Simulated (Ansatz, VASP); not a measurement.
**Ni in VASP and in Ansatz**

```
Ni
1.0
     0.00000    2.22395    2.22395
     2.22395    0.00000    2.22395
     2.22395    2.22395    0.00000
Ni
2
Direct
  0.87500 0.87500 0.87500
  0.12500 0.12500 0.12500
```

Change from the starting cell: volume scaled by 0.7, LAPW.

Alike in both runs: task single point; functional PBEsol; k mesh 14 × 14 × 14; occupations fermi-dirac, width 0.08 eV; collinear spin.

|  | VASP | Ansatz |
| --- | --- | --- |
| version | VASP 6.6.1 | Ansatz 0.2.0 |
| potentials or method | VASP PAW PBE potentials, release 64 (Ni), cutoff 520 eV | all-electron LAPW, scalar-relativistic |

VASP gave:

```
pressure (GPa)                                                : 83.5
net moment per atom (μB)                                      : 0.75
size of the moment on the site where the two differ most (μB) : 0.72
```

Q: Which values does Ansatz return?

A: Pressure (GPa): 88.8; net moment per atom (μB): 0.76; size of the moment on the site where the two differ most (μB): 0.78.

VASP's potentials were made for PBE, not for PBEsol. Site moments also hang on the region over which each program counts them. Both programs put the cell under a high pressure, so it lies far from rest at this level. Ansatz ran all-electron here, and VASP with PAW potentials.

Noted on VASP's run: the cell as given lies far from equilibrium.
